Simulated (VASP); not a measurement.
A run of VASP 6.6.1 is set up as follows.

The input INCAR:

```
PREC = Accurate
ENCUT = 520
EDIFF = 1E-6
ISMEAR = 0
SIGMA = 0.1
LREAL = False
LASPH = True
NELM = 60
ALGO = Fast
ISIF = 2
LWAVE = False
LCHARG = False
GGA = PS
NBANDS = 20
```

File KPOINTS:

```
Automatic mesh
0
Gamma
  14 14 14
```

File POSCAR:

```
V
1.0
    2.9588544379      0.0000000000      0.0000000000
    0.0000000000      2.9588544379      0.0000000000
    0.0000000000      0.0000000000      3.0180315266
V
2
Direct
    0.0000000000      0.0000000000      0.0000000000
    0.5000000000      0.5000000000      0.5000000000
```

Potentials or basis: VASP PAW PBE potentials, release 64 (V_sv).

Command:

```sh
$ cat potpaw_PBE.64/V_sv/POTCAR > POTCAR
$ mpirun -np 1 vasp_std > vasp.out
```

Question: Predict the pressure.

Answer: -3.5 GPa.

Question: What does it give for the band gap on the k mesh?

Answer: Zero (bands 13 and 14 overlap by 2.93 eV).

Stress tensor (GPa, compression positive):
```
-2.49  0.00  0.00
 0.00 -2.49  0.00
 0.00  0.00 -5.53
```

Caveat: the cell differs from its parent crystal (strain along c alone, the other axes held: +2.0 %); the cell stands under tension; the PAW data sets were made with another functional, which shifts forces and pressure a little.
